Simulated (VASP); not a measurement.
**Al2Pt: single point with PBE**

Crystal: Al2Pt.

```
Pt Al
1.0
     0.00000    2.99389    2.99389
     2.99389    0.00000    2.99389
     2.99389    2.99389    0.00000
Pt Al
1 2
Direct
  0.00000 0.00000 0.00000
  0.75000 0.75000 0.75000
  0.25000 0.25000 0.25000
```

```yaml
Program: VASP 6.6.1
Task: single point
Functional: PBE
Potentials_or_basis: VASP PAW PBE potentials, release 64 (Pt, Al)
Cutoff: 520 eV
k_mesh: 8 × 8 × 8
Occupations: fermi-dirac, width 0.05 eV
Spin: no spin polarisation
Dipole_correction: no
Further_INCAR_settings: ALGO = Normal; EDIFF = 1e-06; NBANDS = 15
```

```yaml
Pressure: -2.7 GPa
Band_gap_on_the_k_mesh: zero (band 8 reaches 11.24 eV, above the bottom of band 9 at 5.91 eV)
```

Levels at points of the mesh, in eV from the Fermi level:
```csv
k point,band 6,band 7,band 8,band 9,band 10,band 11
"(0.00, 0.00, 0.00)",-3.50,2.69,3.83,3.83,3.83,5.23
"(0.50, 0.00, 0.00)",-3.30,-3.30,1.05,1.05,3.72,5.02
"(0.50, 0.50, 0.00)",-3.26,-3.04,-1.50,-1.50,2.91,3.36
```

Wall time 10 s on 1 thread of Intel(R) Xeon(R) Platinum 8559C (Emerald Rapids) (shared host), peak memory 0.18 GiB.

Caveat: spin-orbit coupling is left out, which moves the levels of the heavy elements.
